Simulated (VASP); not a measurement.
# B in VASP: further runs

Runs on B. Level: PBE. Tasks: relaxation of cell and atoms, single point.

Program: VASP 6.6.1. These are calculated values, not measurements. Logs are shortened: lines on timing, memory, paths and dates and some standing lists are left out, and cuts for length are marked.

### Step 1. The cell of the first run

Symmetry: P6_3mc, No. 186, hexagonal system. Conventional cell: a = 2.221 Å, b = 2.221 Å, c = 10.816 Å, α = 90.00°, β = 90.00°, γ = 120.00°. Within 2.9 Å of B (site symmetry 3m) lie 12 B at 2.18 to 2.25 Å. Within 2.9 Å of B (site symmetry 3m) lie 12 B at 2.18 to 2.22 Å. Within 2.9 Å of B (site symmetry 3m) lie 12 B at 2.21 to 2.25 Å.

This isn't the form of B at room conditions, which is rhombohedral.

### Step 2. Relaxation of cell and atoms, PBE

Input file INCAR:

```
PREC     = Accurate       # precision mode
ENCUT    = 600            # plane-wave cutoff, eV
EDIFF    = 1E-6           # SCF threshold, eV
ISMEAR   = 0              # smearing method
SIGMA    = 0.1            # smearing width, eV
LREAL    = False          # projectors in reciprocal space
LASPH    = True           # aspherical terms in the spheres
NELM     = 100            # most SCF steps
ALGO     = Normal         # electronic algorithm
ISIF     = 3              # what is computed and relaxed
LWAVE    = False          # write WAVECAR
LCHARG   = False          # write CHGCAR
GGA      = PE             # functional
IBRION   = 2              # ionic algorithm
NSW      = 90             # ionic steps
EDIFFG   = -0.04          # ionic threshold
```

Input file KPOINTS:

```
Automatic mesh
0
Gamma
  12 12 2
```

Input file POSCAR:

```
B
1.0
    2.2209316300      0.0000000000      0.0000000000
   -1.1104658200      1.9233832100      0.0000000000
    0.0000000000      0.0000000000     10.8159399400
B
6
Direct
    0.6666666700      0.3333333300      0.8306261900
    0.3333333300      0.6666666700      0.6681340900
    0.6666666700      0.3333333300      0.1681340900
    0.3333333300      0.6666666700      0.0015725800
    0.6666666700      0.3333333300      0.5015725800
    0.3333333300      0.6666666700      0.3306261900
```

Potentials or basis: VASP PAW PBE potentials, release 64 (B).

Command:

```bash
cat potpaw_PBE.64/B/POTCAR > POTCAR
mpirun -np 1 vasp_std > vasp.out
```

OUTCAR:

```text
PREC = Accurate
   ENCUT = 600
   EDIFF = 1E-6
   ISMEAR = 0
   LREAL = False
   LASPH = True
   NELM = 100
   ISIF = 3
   GGA = PE
   IBRION = 2
   NSW = 90
   EDIFFG = -0.04

 ion  position               nearest neighbor table
   1  0.667  0.333  0.831-
   2  0.333  0.667  0.668-
   3  0.667  0.333  0.168-
   4  0.333  0.667  0.002-
   5  0.667  0.333  0.502-
   6  0.333  0.667  0.331-

  LATTYP: Found a hexagonal cell.
 ALAT       =     2.2209316300
 C/A-ratio  =     4.8700013066

  Lattice vectors:

 A1 = (   2.2209316300,   0.0000000000,   0.0000000000)
 A2 = (  -1.1104658200,   1.9233832100,   0.0000000000)
 A3 = (   0.0000000000,   0.0000000000,  10.8159399400)

Analysis of symmetry for initial positions (statically):
=====================================================================
 Subroutine PRICEL returns:
 Original cell was already a primitive cell.

 Routine SETGRP: Setting up the symmetry group for a
 hexagonal supercell.

 Subroutine GETGRP returns: Found 12 space group operations
 (whereof  6 operations were pure point group operations)
 out of a pool of 24 trial point group operations.

The static configuration has the point symmetry C_3v.
 The point group associated with its full space group is C_6v.

Analysis of symmetry for dynamics (positions and initial velocities):
=====================================================================
 Subroutine PRICEL returns:
 Original cell was already a primitive cell.

 Routine SETGRP: Setting up the symmetry group for a
 hexagonal supercell.

 Subroutine GETGRP returns: Found 12 space group operations
 (whereof  6 operations were pure point group operations)
 out of a pool of 24 trial point group operations.

The dynamic configuration has the point symmetry C_3v.
 The point group associated with its full space group is C_6v.

 Subroutine INISYM returns: Found 12 space group operations
 (whereof  6 operations are pure point group operations),
 and found     1 'primitive' translations

----------------------------------------------------------------------------------------

                                     Primitive cell

  volume of cell :      46.2025

  direct lattice vectors                    reciprocal lattice vectors
     2.220931630  0.000000000  0.000000000     0.450261497  0.259958598  0.000000000
    -1.110465820  1.923383210  0.000000000     0.000000000  0.519917193  0.000000000
     0.000000000  0.000000000 10.815939940     0.000000000  0.000000000  0.092456135

  length of vectors
     2.220931630  2.220931631 10.815939940     0.519917193  0.519917193  0.092456135

  position of ions in fractional coordinates (direct lattice)
     0.666666670  0.333333330  0.830626190
     0.333333330  0.666666670  0.668134090
     0.666666670  0.333333330  0.168134090
     0.333333330  0.666666670  0.001572580
     0.666666670  0.333333330  0.501572580
     0.333333330  0.666666670  0.330626190

  ion indices of the primitive-cell ions
   primitive index   ion index
                 1           1
                 2           2
                 3           3
                 4           4
                 5           5
                 6           6

----------------------------------------------------------------------------------------

 KPOINTS: Automatic mesh

Automatic generation of k-mesh.
 Grid dimensions read from file:
 generate k-points for:   12   12    2

 Generating k-lattice:

  Cartesian coordinates                     Fractional coordinates (reciprocal lattice)
     0.037521791  0.021663216  0.000000000     0.083333333  0.000000000  0.000000000
     0.000000000  0.043326433  0.000000000     0.000000000  0.083333333  0.000000000
     0.000000000  0.000000000  0.046228067     0.000000000  0.000000000  0.500000000

  Length of vectors
     0.043326433  0.043326433  0.046228067

  Shift w.r.t. Gamma in fractional coordinates (k-lattice)
     0.000000000  0.000000000  0.000000000

 Subroutine IBZKPT returns following result:
 ===========================================

 Found     38 irreducible k-points:

 Following reciprocal coordinates:
            Coordinates               Weight
  0.000000  0.000000  0.000000      1.000000
  0.083333  0.000000  0.000000      6.000000
  0.166667  0.000000  0.000000      6.000000
  0.250000  0.000000  0.000000      6.000000
  0.333333  0.000000  0.000000      6.000000
  0.416667  0.000000  0.000000      6.000000
[... 16 lines left out ...]
  0.250000  0.000000  0.500000      6.000000
  0.333333  0.000000  0.500000      6.000000
 [... further k-points ...]
   k-points           NKPTS =     38   k-points in BZ     NKDIM =     38   number of bands    NBANDS=     13
   number of dos      NEDOS =    301   number of ions     NIONS =      6
   total plane-waves  NPLWV =  29160
   dimension x,y,z NGX =    18 NGY =   18 NGZ =   90
   dimension x,y,z NGXF=    36 NGYF=   36 NGZF=  180
   ions per type =               6
   NGX,Y,Z   is equivalent  to a cutoff of  13.47, 13.47, 13.83 a.u.
   NGXF,Y,Z  is equivalent  to a cutoff of  26.95, 26.95, 27.67 a.u.
 SYSTEM =  unknown system
   PREC   = accura    normal or accurate (medium, high low for compatibility)
   ISTART =      0    job   : 0-new  1-cont  2-samecut
   ICHARG =      2    charge: 1-file 2-atom 10-const
   ISPIN  =      1    spin polarized calculation?
   LNONCOLLINEAR =      F non collinear calculations
   LSORBIT =      F    spin-orbit coupling
   LASPH  =      T    aspherical Exc in radial PAW
   ENCUT  =  600.0 eV  44.10 Ry    6.64 a.u.   4.44  4.44 21.60*2*pi/ulx,y,z
   NELM   =    100;   NELMIN=  2; NELMDL= -5     # of ELM steps
   EDIFF  = 0.1E-05   stopping-criterion for ELM
   LREAL  =      F    real-space projection
   EDIFFG = -.4E-01   stopping-criterion for IOM
   NSW    =     90    number of steps for IOM
   IBRION =      2    ionic relax: 0-MD 1-quasi-New 2-CG
   NFREE  =      1    steps in history (QN), initial steepest desc. (CG)
   ISIF   =      3    stress and relaxation
   ISYM   =      2    0-nonsym 1-usesym 2-fastsym
   POTIM  = 0.5000    time-step for ionic-motion
   TEBEG  =    0.0;   TEEND  =   0.0 temperature during run
   PSTRESS=    0.0 pullay stress
   NELECT =      18.0000    total number of electrons
   NUPDOWN=      -1.0000    fix difference up-down
   EMIN   =  10.00;   EMAX   =-10.00  energy-range for DOS
   EFERMI =   0.00;   METHOD = LEGACY
   ISMEAR =     0;   SIGMA  =   0.10  broadening in eV -4-tet -1-fermi 0-gaus
   EFERMI_NEDOS =   21; number of points for ismear=-14 and -15
   IALGO  =     38    algorithm
   IMIX   =      4    mixing-type and parameters
     AMIX     =   0.40;   BMIX     =  1.00
     AMIX_MAG =   1.60;   BMIX_MAG =  1.00
  volume/ion in A,a.u.               =       7.70        51.96
  Fermi-wavevector in a.u.,A,eV,Ry     =   1.195668  2.259485 19.451185  1.429622
  Thomas-Fermi vector in A             =   2.331628
   LORBIT       =      0    0 simple, 1 ext, 2 COOP (PROOUT), +10 PAW based schemes
   GGA     = PE    functional components
   LHFCALC =     F    Hartree Fock is set to
   AEXX    =    0.0000 exact exchange contribution
   IVDW    =     0    specifies the selected vdW correction
   LEPSILON=     F    determine dielectric tensor
   LRPA    =     F    only Hartree local field effects (RPA)
 conjugate gradient relaxation of ions
 non-spin polarized calculation
 Gauss-broadening in eV      SIGMA  =   0.10
  energy-cutoff  :      600.00
  volume of cell :       46.20
 maximum number of plane-waves:      1577
 NGX is ok and might be reduce to    18
   NGX =  9   NGY =  9   NGZ = 43

--------------------------------------- Ionic step        1  -------------------------------------------

 number of electron      17.9999999 magnetization

 Free energy of the ion-electron system (eV)
  ---------------------------------------------------
  ext. energy  EPLUGINS =         0.00000000
  ---------------------------------------------------
  free energy    TOTEN  =       -29.48053348 eV

  energy without entropy =      -29.47375478  energy(sigma->0) =      -29.47714413

------------------------ aborting loop because EDIFF is reached ----------------------------------------

  FORCE on cell =-STRESS in cart. coord.  units (eV):
  Direction    XX          YY          ZZ          XY          YZ          ZX
  --------------------------------------------------------------------------------------
  -------------------------------------------------------------------------------------
  Total      -12.0252130    -12.0252130     -8.5125218      0.0000000      0.0000000      0.0000000
  in kB     -417.0019485   -417.0019478   -295.1912913      0.0000011      0.0000000      0.0000000
  external PRESSURE =    -376.3983959 kB  Pullay stress =       0.0000000 kB
[... 101 lines left out ...]
  FREE ENERGIE OF THE ION-ELECTRON SYSTEM (eV)
  ---------------------------------------------------
  free  energy   TOTEN  =       -31.0583416315 eV

  energy  without entropy=      -31.0497784401  energy(sigma->0) =      -31.05406004

 E-fermi :  10.2572     XC(G=0): -12.7010

 val. band max:       10.1831007441   @ k =   0.3333   0.2500   0.0000
 cond. band min:      10.2717293700   @ k =   0.3333   0.2500   0.5000
 fundamental gap:      0.0886286259
 Fermi energy:        10.2571893918

 k-point     1 :       0.0000    0.0000    0.0000
  band No.  band energies     occupation
      1      -9.5709      2.00000
      2      -9.3876      2.00000
      3      -8.3471      2.00000
      4      -7.6057      2.00000
      5      -6.5554      2.00000
      6      -5.4738      2.00000
      7      -1.9584      2.00000
      8       0.0586      2.00000
      9       1.3975      2.00000
     10       4.5985      2.00000
     11       6.3548      2.00000
     12       8.7901      2.00000
     13      18.6298      0.00000
[... 356 lines left out ...]
      2      -3.9721      2.00000
      3      -2.7613      2.00000
      4      -2.7613      2.00000
      5      -1.3507      2.00000
      6      -1.3507      2.00000
      7       6.1711      2.00000
      8       6.1711      2.00000
      9       9.6542      2.00000
     10       9.6542      2.00000
     11      14.1174      0.00000
     12      14.1174      0.00000
     13      17.2601      0.00000

 [... further k-points ...]

[... ionic steps 4 to 39 ...]

--------------------------------------- Ionic step       40  -------------------------------------------

 number of electron      17.9999999 magnetization

------------------------ aborting loop because EDIFF is reached ----------------------------------------
[... 75 lines left out ...]
--------------------------------------- Ionic step       42  -------------------------------------------

 number of electron      17.9999999 magnetization

 Free energy of the ion-electron system (eV)
  ---------------------------------------------------
  ext. energy  EPLUGINS =         0.00000000
  ---------------------------------------------------
  free energy    TOTEN  =       -35.29503951 eV

  energy without entropy =      -35.27204914  energy(sigma->0) =      -35.28354433

 E-fermi :   6.3375     XC(G=0): -10.8813

 val. band max:        6.3302892640   @ k =   0.3333   0.2500   0.5000
 cond. band min:       6.3375681662   @ k =   0.3333   0.2500   0.0000
 fundamental gap:      0.0072789022
 Fermi energy:         6.3375388940

 k-point     1 :       0.0000    0.0000    0.0000
  band No.  band energies     occupation
      1     -10.9029      2.00000
      2     -10.7308      2.00000
      3     -10.7258      2.00000
      4     -10.3303      2.00000
      5     -10.3239      2.00000
      6     -10.0905      2.00000
      7      -2.8058      2.00000
      8      -2.0362      2.00000
      9      -2.0241      2.00000
     10      -0.3086      2.00000
     11      -0.2907      2.00000
     12       0.8558      2.00000
     13       9.8630      0.00000
[... 401 lines left out ...]
  FREE ENERGIE OF THE ION-ELECTRON SYSTEM (eV)
  ---------------------------------------------------
  free  energy   TOTEN  =       -35.2950395063 eV

  energy  without entropy=      -35.2720491442  energy(sigma->0) =      -35.28354433

 reached required accuracy - stopping structural energy minimisation
```

It took 8.5 min on 1 thread of Intel Xeon Platinum 8488C (Sapphire Rapids), shared host; peak memory 0.17 GiB.

Results:

- Free energy: -35.2950 eV
- Relaxed volume: 8.14 Å³/atom
- Relaxed cell: a = 1.715 Å, b = 1.715 Å, c = 19.190 Å, α = 90.00°, β = 90.00°, γ = 120.00°
- Space group after relaxing (to 0.1 Å): P6_3/mmc (No. 194)
- Pressure after relaxing: 0.1 GPa
- Largest force after relaxing: 0.004 eV/Å
- Band gap on the k mesh: zero (bands 9 and 10 overlap by 10.96 eV)

Forces on the atoms (eV/Å):
```
B    0.000  0.000  0.004
B    0.000  0.000  0.000
B    0.000  0.000  0.000
B    0.000  0.000 -0.004
B    0.000  0.000 -0.004
B    0.000  0.000  0.004
```

Final structure:
```
CELL_PARAMETERS angstrom
1.71460 0.00000 0.00000
-0.85730 1.48489 0.00000
0.00000 0.00000 19.18965
ATOMIC_POSITIONS crystal
B 0.66667 0.33333 0.83326
B 0.33333 0.66667 0.66678
B 0.66667 0.33333 0.16678
B 0.33333 0.66667 0.00029
B 0.66667 0.33333 0.50029
B 0.33333 0.66667 0.33326
```

Levels at points of the mesh, in eV from the Fermi level:
| k point | band 7 | band 8 | band 9 | band 10 | band 11 | band 12 | band 13 |
| --- | --- | --- | --- | --- | --- | --- | --- |
| (0.00, 0.00, 0.00) | -9.14 | -8.37 | -8.36 | -6.65 | -6.63 | -5.48 | 3.53 |
| (0.50, 0.00, 0.00) | 1.05 | 1.14 | 1.15 | 1.39 | 1.40 | 1.57 | 5.05 |
| (0.00, 0.00, 0.50) | -8.95 | -8.95 | -7.55 | -7.55 | -5.85 | -5.85 | 4.06 |
| (0.50, 0.00, 0.50) | 1.08 | 1.08 | 1.26 | 1.26 | 1.52 | 1.52 | 5.21 |

Caveat: a cell axis changed by over 15 % at a fixed basis, so the end point is rough; this functional lacks dispersion, which binds the layers, so the pressure and a relaxed spacing across them are unreliable.

(Continued in part 2 of 2.)
